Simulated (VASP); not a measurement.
A run of VASP 6.6.1 is set up as follows.

Contents of INCAR:

```
SYSTEM = InGa3As4
PREC = Accurate ; ENCUT = 520
EDIFF = 1E-7 ; ISMEAR = 0
SIGMA = 0.1 ; LREAL = .False.
LASPH = .True. ; NELM = 100
ALGO = Normal ; ISIF = 2
LWAVE = .False. ; LCHARG = .False.
GGA = PE ; NBANDS = 46
```

File KPOINTS:

```
regular mesh
0
Gamma
  10 10 4
  0 0 0
```

Contents of POSCAR:

```
InGa3As4
1.0
    4.1340902578      0.0000000000      0.0000000000
    0.0000000000      4.1340902578      0.0000000000
    0.0000000000      0.0000000000     11.7605472417
In Ga As
1 3 4
Direct
    0.5000000000      0.5000000000      0.0000000000
    0.0000000000      0.0000000000      0.7409470198
    0.0000000000      0.0000000000      0.2590529802
    0.5000000000      0.5000000000      0.5000000000
    0.5000000000      0.0000000000      0.1397085647
    0.0000000000      0.5000000000      0.3795893703
    0.5000000000      0.0000000000      0.6204106297
    0.0000000000      0.5000000000      0.8602914353
```

Potentials or basis: VASP PAW PBE potentials, release 64 (In_d, Ga_d, As).

The run is started by

```bash
$ cat potpaw_PBE.64/In_d/POTCAR potpaw_PBE.64/Ga_d/POTCAR potpaw_PBE.64/As/POTCAR > POTCAR
$ mpirun -np 1 vasp_std > vasp.out
```

Question: What does it give for the largest force?

Answer: 0.008 eV/Å.

Question: Predict the band gap on the k mesh.

Answer: Zero (filled and empty bands touch).

Forces in eV/Å, atoms in the order of the input:
```
In   0.000  0.000  0.000
Ga   0.000  0.000  0.000
Ga   0.000  0.000  0.000
Ga   0.000  0.000  0.000
As   0.000  0.000 -0.008
As   0.000  0.000  0.001
As   0.000  0.000 -0.001
As   0.000  0.000  0.008
```

Caveat: spin-orbit coupling is left out, which moves the levels of the heavy elements.
